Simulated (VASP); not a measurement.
Co, 2 atoms in the cell. Symmetry: P6_3/mmc, No. 194, hexagonal system. The conventional cell has a = 2.474 Å, b = 2.474 Å, c = 4.015 Å, α = 90.00°, β = 90.00°, γ = 120.00°. Within 3.3 Å of Co (site symmetry -6m2) lie 12 Co at 2.46 to 2.47 Å.  This cell differs from its parent crystal: volume scaled by 0.96.

* Program: VASP 6.6.1
* Task: single point
* Functional: PBE
* Potentials or basis: VASP PAW PBE potentials, release 64 (Co)
* Cutoff: 520 eV
* k mesh: 15 × 15 × 8
* Occupations: fermi-dirac, width 0.08 eV
* Spin: collinear spin, ferromagnetic start
* Starting moments: [2.0, 2.0] μB
* Dipole correction: no
* Further INCAR settings: ALGO = Normal; EDIFF = 1e-06; NBANDS = 20

Potentials or basis: VASP PAW PBE potentials, release 64 (Co).

Launch:

```sh
$ cat potpaw_PBE.64/Co/POTCAR > POTCAR
$ mpirun -np 1 vasp_std > vasp.out
```

Hardware: 1 thread of Intel(R) Xeon(R) 6975P-C (Granite Rapids), with other jobs on the host.

Question: Estimate the wall time of this run.

Answer: It took 38 s on 1 thread of Intel(R) Xeon(R) 6975P-C (Granite Rapids), on a shared host, peak memory 0.19 GiB. Counts: scf iterations 13, k points 135.
